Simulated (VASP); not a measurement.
Here is a VASP 6.6.1 calculation.

File INCAR:

```
SYSTEM = NaSc
ALGO = Normal
EDIFF = 1E-7
ENCUT = 520
GGA = PE
ISIF = 2
ISMEAR = -1
LASPH = .TRUE.
LCHARG = .FALSE.
LREAL = .FALSE.
LWAVE = .FALSE.
NBANDS = 16
NELM = 100
PREC = Accurate
SIGMA = 0.1
```

KPOINTS

```
k-points
0
G
  7 7 7
  0 0 0
```

File POSCAR:

```
NaSc
1.0
    1.7268237100      0.9969821300      3.6612978500
   -1.7268237100      0.9969821300      3.6612978500
    0.0000000000     -1.9939642600      3.6612978500
Na Sc
1 1
Direct
    0.4962020000      0.5076140000      0.4982780000
    0.0150760000      0.0086390000     -0.0234820000
```

Potentials or basis: VASP PAW PBE potentials, release 64 (Na_pv, Sc_sv).

Command:

```sh
$ cat potpaw_PBE.64/Na_pv/POTCAR potpaw_PBE.64/Sc_sv/POTCAR > POTCAR
$ mpirun -np 1 vasp_std > vasp.out
```

Question: What does it give for the pressure?

Answer: 19.8 GPa.

Question: Predict the largest force.

Answer: 0.192 eV/Å.

Question: What does it give for the band gap on the k mesh?

Answer: Zero (bands 9 and 10 overlap by 0.53 eV).

Forces on the atoms (eV/Å):
```
Na   0.082  0.168 -0.045
Sc  -0.082 -0.168  0.045
```

Caveat: the stress differs along the axes, from 17 to 25 GPa.
